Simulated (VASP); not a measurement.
# MoS2 (Cm) in VASP: single point with PBE+D3(BJ)

Aim: the single point of MoS2 with PBE+D3(BJ).

Everything below comes from runs of VASP 6.6.1. Logs are shortened: lines on timing, memory, paths and dates and some standing lists are left out, and cuts for length are marked.

## 1. The cell of the first run

Symmetry: Cm, No. 8, monoclinic system. The conventional cell has a = 10.911 Å, b = 6.299 Å, c = 6.648 Å, α = 90.00°, β = 90.00°, γ = 90.00°. Mo (site symmetry m) has 6 S at 2.33 to 2.45 Å and 6 Mo at 3.10 to 3.20 Å within 3.2 Å. Within 3.2 Å of Mo (site symmetry m) lie 6 S at 2.40 Å and 6 Mo at 3.15 Å. Mo (site symmetry 1) has 6 S at 2.40 Å and 6 Mo at 3.10 to 3.20 Å within 3.2 Å. Within 3.2 Å of S (site symmetry m) lie 3 Mo at 2.33 to 2.40 Å and 7 S at 3.13 to 3.15 Å. S (site symmetry m) has 3 Mo at 2.40 Å and 7 S at 3.13 to 3.15 Å within 3.2 Å. Within 3.2 Å of S (site symmetry 1) lie 3 Mo at 2.39 to 2.40 Å and 7 S at 3.13 to 3.15 Å. S (site symmetry m) has 3 Mo at 2.39 to 2.40 Å and 7 S at 3.13 to 3.15 Å within 3.2 Å. S (site symmetry m) has 3 Mo at 2.40 Å and 7 S at 3.13 to 3.15 Å within 3.2 Å.

## 2. Single point, PBE+D3(BJ) (atom 1 (Mo) moved +0.075 Å towards its neighbour atom 5 (S) at 2.400 Å)

File INCAR:

```
SYSTEM = MoS2
PREC     = Accurate       ! precision mode
ENCUT    = 520            ! plane-wave cutoff, eV
EDIFF    = 1E-7           ! SCF threshold, eV
ISMEAR   = 0              ! smearing method
SIGMA    = 0.05           ! smearing width, eV
LREAL    = .FALSE.        ! projectors in reciprocal space
LASPH    = .TRUE.         ! aspherical terms in the spheres
NELM     = 80             ! most SCF steps
ALGO     = Normal         ! electronic algorithm
ISIF     = 2              ! what is computed and relaxed
LWAVE    = .FALSE.        ! write WAVECAR
LCHARG   = .TRUE.         ! write CHGCAR
GGA      = PE             ! functional
IVDW     = 12             ! dispersion correction
LELF     = .TRUE.         ! ELF
LVHAR    = .TRUE.       
NBANDS   = 64             ! bands
```

File KPOINTS:

```
regular mesh
0
G
  6 6 4
  0 0 0
```

File POSCAR:

```
MoS2
1.0
    6.2994479940      0.0000000001      0.0000000000
   -3.1497239971      5.4554819926      0.0000000000
    0.0000000000      0.0000000000      6.6475426602
Mo S
4 8
Direct
    0.4895844388      0.4947922194      0.0073638821
    0.5000000000      0.0000000000      0.0000000000
    0.0000000000      0.5000000000      0.0000000000
    0.0000000000      0.0000000000      0.0000000000
    0.1666666667      0.3333333333      0.2356692374
    0.1666666667      0.8333333333      0.2356692374
    0.6666666667      0.3333333333      0.2356692374
    0.6666666667      0.8333333333      0.2356692374
    0.1666666667      0.3333333333      0.7643307626
    0.1666666667      0.8333333333      0.7643307626
    0.6666666667      0.3333333333      0.7643307626
    0.6666666667      0.8333333333      0.7643307626
```

Potentials or basis: VASP PAW PBE potentials, release 64 (Mo_sv, S).

Launch:

```bash
$ cat potpaw_PBE.64/Mo_sv/POTCAR potpaw_PBE.64/S/POTCAR > POTCAR
$ mpirun -np 1 vasp_std > vasp.out
```

OUTCAR:

```text
SYSTEM = MoS2
   PREC = Accurate
   ENCUT = 520
   EDIFF = 1E-7
   ISMEAR = 0
   LREAL = .FALSE.
   LASPH = .TRUE.
   NELM = 80
   ISIF = 2
   GGA = PE
   IVDW = 12
 IVDW          = 12

 ion  position               nearest neighbor table
   1  0.490  0.495  0.007-   5 2.33   9 2.39   8 2.39   7 2.39  12 2.45  11 2.45   3 3.10   4 3.10
                             2 3.15   2 3.15   3 3.20   4 3.20
   2  0.500  0.000  0.000-   6 2.40  10 2.40   7 2.40  11 2.40   8 2.40  12 2.40   4 3.15   4 3.15
                             3 3.15   3 3.15   1 3.15   1 3.15
   3  0.000  0.500  0.000-   7 2.40  11 2.40  10 2.40   6 2.40   5 2.40   9 2.40   1 3.10   2 3.15
                             2 3.15   4 3.15   4 3.15   1 3.20
   4  0.000  0.000  0.000-   8 2.40  12 2.40   9 2.40   5 2.40  10 2.40   6 2.40   1 3.10   2 3.15
                             2 3.15   3 3.15   3 3.15   1 3.20
   5  0.167  0.333  0.236-   1 2.33   4 2.40   3 2.40
   6  0.167  0.833  0.236-   2 2.40   3 2.40   4 2.40
   7  0.667  0.333  0.236-   1 2.39   3 2.40   2 2.40
   8  0.667  0.833  0.236-   1 2.39   4 2.40   2 2.40
   9  0.167  0.333  0.764-   1 2.39   4 2.40   3 2.40
  10  0.167  0.833  0.764-   2 2.40   3 2.40   4 2.40
  11  0.667  0.333  0.764-   3 2.40   2 2.40   1 2.45
  12  0.667  0.833  0.764-   4 2.40   2 2.40   1 2.45

  LATTYP: Found a hexagonal cell.
 ALAT       =     6.2994479940
 C/A-ratio  =     1.0552579633

  Lattice vectors:

 A1 = (   6.2994479940,   0.0000000001,   0.0000000000)
 A2 = (  -3.1497239971,   5.4554819926,   0.0000000000)
 A3 = (   0.0000000000,   0.0000000000,   6.6475426602)

Analysis of symmetry for initial positions (statically):
=====================================================================
 Subroutine PRICEL returns:
 Original cell was already a primitive cell.

 Routine SETGRP: Setting up the symmetry group for a
 hexagonal supercell.

 Subroutine GETGRP returns: Found  2 space group operations
 (whereof  1 operations were pure point group operations)
 out of a pool of 24 trial point group operations.

The static configuration has the point symmetry C_1 .
 The point group associated with its full space group is C_1h.

Analysis of symmetry for dynamics (positions and initial velocities):
=====================================================================
 Subroutine PRICEL returns:
 Original cell was already a primitive cell.

 Routine SETGRP: Setting up the symmetry group for a
 hexagonal supercell.

 Subroutine GETGRP returns: Found  2 space group operations
 (whereof  1 operations were pure point group operations)
 out of a pool of 24 trial point group operations.

The dynamic configuration has the point symmetry C_1 .
 The point group associated with its full space group is C_1h.

 Subroutine INISYM returns: Found  2 space group operations
 (whereof  1 operations are pure point group operations),
 and found     1 'primitive' translations

----------------------------------------------------------------------------------------

                                     Primitive cell

  volume of cell :     228.4529

  direct lattice vectors                    reciprocal lattice vectors
     6.299447994  0.000000000  0.000000000     0.158744068  0.091650930  0.000000000
    -3.149723997  5.455481993  0.000000000    -0.000000000  0.183301861  0.000000000
     0.000000000  0.000000000  6.647542660     0.000000000  0.000000000  0.150431528

  length of vectors
     6.299447994  6.299447994  6.647542660     0.183301861  0.183301861  0.150431528

  position of ions in fractional coordinates (direct lattice)
     0.489584439  0.494792219  0.007363882
     0.500000000  0.000000000  0.000000000
     0.000000000  0.500000000  0.000000000
     0.000000000  0.000000000  0.000000000
     0.166666667  0.333333333  0.235669237
     0.166666667  0.833333333  0.235669237
     0.666666667  0.333333333  0.235669237
     0.666666667  0.833333333  0.235669237
     0.166666667  0.333333333  0.764330763
     0.166666667  0.833333333  0.764330763
     0.666666667  0.333333333  0.764330763
     0.666666667  0.833333333  0.764330763

  ion indices of the primitive-cell ions
   primitive index   ion index
                 1           1
                 2           2
                 3           3
                 4           4
                 5           5
                 6           6
                 7           7
                 8           8
                 9           9
                10          10
                11          11
                12          12

----------------------------------------------------------------------------------------

 KPOINTS: regular mesh

Automatic generation of k-mesh.
 Grid dimensions read from file:
 generate k-points for:    6    6    4

 Generating k-lattice:

  Cartesian coordinates                     Fractional coordinates (reciprocal lattice)
     0.026457345  0.015275155  0.000000000     0.166666667  0.000000000  0.000000000
    -0.000000000  0.030550310  0.000000000     0.000000000  0.166666667  0.000000000
     0.000000000  0.000000000  0.037607882     0.000000000  0.000000000  0.250000000

  Length of vectors
     0.030550310  0.030550310  0.037607882

  Shift w.r.t. Gamma in fractional coordinates (k-lattice)
     0.000000000  0.000000000  0.000000000

 Subroutine IBZKPT returns following result:
 ===========================================

 Found     47 irreducible k-points:

 Following reciprocal coordinates:
            Coordinates               Weight
  0.000000  0.000000  0.000000      1.000000
  0.166667 -0.000000  0.000000      2.000000
 -0.000000  0.166667  0.000000      4.000000
  0.333333 -0.000000  0.000000      2.000000
 -0.000000  0.333333  0.000000      4.000000
  0.500000 -0.000000  0.000000      1.000000
[... 16 lines left out ...]
  0.500000 -0.000000  0.250000      2.000000
 -0.000000  0.500000  0.250000      4.000000
 [... further k-points ...]
   k-points           NKPTS =     47   k-points in BZ     NKDIM =     47   number of bands    NBANDS=     64
   number of dos      NEDOS =    301   number of ions     NIONS =     12
   total plane-waves  NPLWV = 115200
   dimension x,y,z NGX =    48 NGY =   48 NGZ =   50
   dimension x,y,z NGXF=    96 NGYF=   96 NGZF=  100
   ions per type =               4   8
   NGX,Y,Z   is equivalent  to a cutoff of  12.67, 12.67, 12.50 a.u.
   NGXF,Y,Z  is equivalent  to a cutoff of  25.33, 25.33, 25.01 a.u.
 SYSTEM =  MoS2
   PREC   = accura    normal or accurate (medium, high low for compatibility)
   ISTART =      0    job   : 0-new  1-cont  2-samecut
   ICHARG =      2    charge: 1-file 2-atom 10-const
   ISPIN  =      1    spin polarized calculation?
   LNONCOLLINEAR =      F non collinear calculations
   LSORBIT =      F    spin-orbit coupling
   LASPH  =      T    aspherical Exc in radial PAW
   ENCUT  =  520.0 eV  38.22 Ry    6.18 a.u.  11.71 11.71 12.36*2*pi/ulx,y,z
   NELM   =     80;   NELMIN=  2; NELMDL= -5     # of ELM steps
   EDIFF  = 0.1E-06   stopping-criterion for ELM
   LREAL  =      F    real-space projection
   EDIFFG = 0.1E-05   stopping-criterion for IOM
   NSW    =      0    number of steps for IOM
   IBRION =     -1    ionic relax: 0-MD 1-quasi-New 2-CG
   NFREE  =      0    steps in history (QN), initial steepest desc. (CG)
   ISIF   =      2    stress and relaxation
   ISYM   =      2    0-nonsym 1-usesym 2-fastsym
   POTIM  = 0.5000    time-step for ionic-motion
   TEBEG  =    0.0;   TEEND  =   0.0 temperature during run
   PSTRESS=    0.0 pullay stress
   NELECT =     104.0000    total number of electrons
   NUPDOWN=      -1.0000    fix difference up-down
   EMIN   =  10.00;   EMAX   =-10.00  energy-range for DOS
   EFERMI =   0.00;   METHOD = LEGACY
   ISMEAR =     0;   SIGMA  =   0.05  broadening in eV -4-tet -1-fermi 0-gaus
   EFERMI_NEDOS =   21; number of points for ismear=-14 and -15
   IALGO  =     38    algorithm
   IMIX   =      4    mixing-type and parameters
     AMIX     =   0.40;   BMIX     =  1.00
     AMIX_MAG =   1.60;   BMIX_MAG =  1.00
  volume/ion in A,a.u.               =      19.04       128.47
  Fermi-wavevector in a.u.,A,eV,Ry     =   1.259371  2.379866 21.579049  1.586015
  Thomas-Fermi vector in A             =   2.392934
   LORBIT       =      0    0 simple, 1 ext, 2 COOP (PROOUT), +10 PAW based schemes
   GGA     = PE    functional components
   LHFCALC =     F    Hartree Fock is set to
   AEXX    =    0.0000 exact exchange contribution
   IVDW    =    12    specifies the selected vdW correction
   LEPSILON=     F    determine dielectric tensor
   LRPA    =     F    only Hartree local field effects (RPA)
 non-spin polarized calculation
 Gauss-broadening in eV      SIGMA  =   0.05
  energy-cutoff  :      520.00
  volume of cell :      228.45
 maximum number of plane-waves:      6192
   NGX = 23   NGY = 23   NGZ = 25

 number of electron     104.0000000 magnetization

 Free energy of the ion-electron system (eV)
  ---------------------------------------------------
  ext. energy  EPLUGINS =         0.00000000
  ---------------------------------------------------
  free energy    TOTEN  =       -87.11734635 eV

  energy without entropy =      -87.11734635  energy(sigma->0) =      -87.11734635

 E-fermi :   6.7556     XC(G=0): -10.3004

 val. band max:        6.4828645178   @ k =   0.0000   0.0000   0.5000
 cond. band min:       7.6248856979   @ k =   0.3333   0.3333   0.0000
 fundamental gap:      1.1420211801
 Fermi energy:         6.7555793101

 k-point     1 :       0.0000    0.0000    0.0000
  band No.  band energies     occupation
      1     -54.7733      2.00000
      2     -54.7337      2.00000
      3     -54.7289      2.00000
      4     -54.7264      2.00000
      5     -29.1185      2.00000
      6     -29.1028      2.00000
[... 1597 lines left out ...]
     63       9.2330      0.00000
     64       9.2588      0.00000

 [... further k-points ...]

------------------------ aborting loop because EDIFF is reached ----------------------------------------

 Edisp (eV)   -4.77046

 E8    (eV) :    -1.9268

  FORCE on cell =-STRESS in cart. coord.  units (eV):
  Direction    XX          YY          ZZ          XY          YZ          ZX
  --------------------------------------------------------------------------------------
  -------------------------------------------------------------------------------------
  Total       0.20397    -0.19568    -0.06505     0.34611    -0.07270    -0.12592
  in kB       1.43047    -1.37236    -0.45623     2.42733    -0.50987    -0.88312
  external pressure =       -0.13 kB  Pullay stress =        0.00 kB

 VOLUME and BASIS-vectors are now :
 -----------------------------------------------------------------------------
  energy-cutoff  :      520.00
  volume of cell :      228.45
      direct lattice vectors                 reciprocal lattice vectors
     6.299447994  0.000000000  0.000000000     0.158744068  0.091650930  0.000000000
    -3.149723997  5.455481993  0.000000000    -0.000000000  0.183301861  0.000000000
     0.000000000  0.000000000  6.647542660     0.000000000  0.000000000  0.150431528

 POSITION                                       TOTAL-FORCE (eV/Angst)
 -----------------------------------------------------------------------------------
      1.52565      2.69933      0.04895         1.291174      0.745459     -1.313704
      3.14972      0.00000      0.00000        -0.030442     -0.017576     -0.054939
     -1.57486      2.72774      0.00000        -0.142072     -0.019906     -0.065181
      0.00000      0.00000      0.00000        -0.088275     -0.113085     -0.065181
      0.00000      1.81849      1.56662        -0.493060     -0.284668      0.497397
     -1.57486      4.54623      1.56662         0.015013      0.008668      0.024687
      3.14972      1.81849      1.56662        -0.017635     -0.081670      0.130836
      1.57486      4.54623      1.56662        -0.079545      0.025563      0.130836
      0.00000      1.81849      5.08092        -0.108609     -0.062706      0.047328
     -1.57486      4.54623      5.08092         0.020566      0.011874      0.045054
      3.14972      1.81849      5.08092        -0.289324      0.077217      0.311432
      1.57486      4.54623      5.08092        -0.077790     -0.289171      0.311432
 -----------------------------------------------------------------------------------
    total drift:                                0.000013      0.000009      0.000281

  FREE ENERGIE OF THE ION-ELECTRON SYSTEM (eV)
  ---------------------------------------------------
  free  energy   TOTEN  =       -91.8878024265 eV

  energy  without entropy=      -91.8878024265  energy(sigma->0) =      -91.88780243
```

Wall time 9.3 min (1 thread of Intel Xeon Platinum 8488C (Sapphire Rapids), shared host); peak memory 0.64 GiB.

What came out:

```yaml
Free_energy: -91.8878 eV
Pressure: 0.0 GPa
Largest_force: 1.987 eV/Å
Band_gap_on_the_k_mesh: 1.14 eV
Dispersion_energy_per_atom: -0.398 eV
```

Forces in eV/Å, atoms in the order of the input:
```
Mo   1.291  0.745 -1.314
Mo  -0.030 -0.018 -0.055
Mo  -0.142 -0.020 -0.065
Mo  -0.088 -0.113 -0.065
S   -0.493 -0.285  0.497
S    0.015  0.009  0.025
S   -0.018 -0.082  0.131
S   -0.080  0.026  0.131
S   -0.109 -0.063  0.047
S    0.021  0.012  0.045
S   -0.289  0.077  0.311
S   -0.078 -0.289  0.311
```

Levels at points of the mesh, in eV from the valence-band top:
```csv
k point,band 49,band 50,band 51,band 52,band 53,band 54,band 55,band 56
"(0.00, 0.00, 0.00)",-1.30,-1.27,-1.23,-0.92,1.88,1.91,1.95,2.31
"(0.50, 0.00, 0.00)",-1.35,-1.29,-1.05,-0.88,1.33,1.49,1.54,1.65
"(0.00, 0.50, 0.00)",-1.34,-1.26,-1.02,-0.91,1.38,1.45,1.54,1.63
"(0.00, 0.00, 0.50)",-0.89,-0.86,-0.83,0.00,1.90,1.92,1.97,2.31
"(0.50, 0.00, 0.50)",-1.11,-1.06,-0.98,-0.80,1.90,1.97,2.02,2.10
"(0.00, 0.50, 0.50)",-1.06,-1.03,-0.94,-0.84,1.89,1.97,2.04,2.06
```

Caveat: the cell differs from its parent crystal (atom 1 (Mo) moved +0.075 Å towards its neighbour atom 5 (S) at 2.400 Å); forces of over 1 eV/Å act on the atoms, so gaps and moduli don't describe the material at rest. A k mesh can miss the band edges.
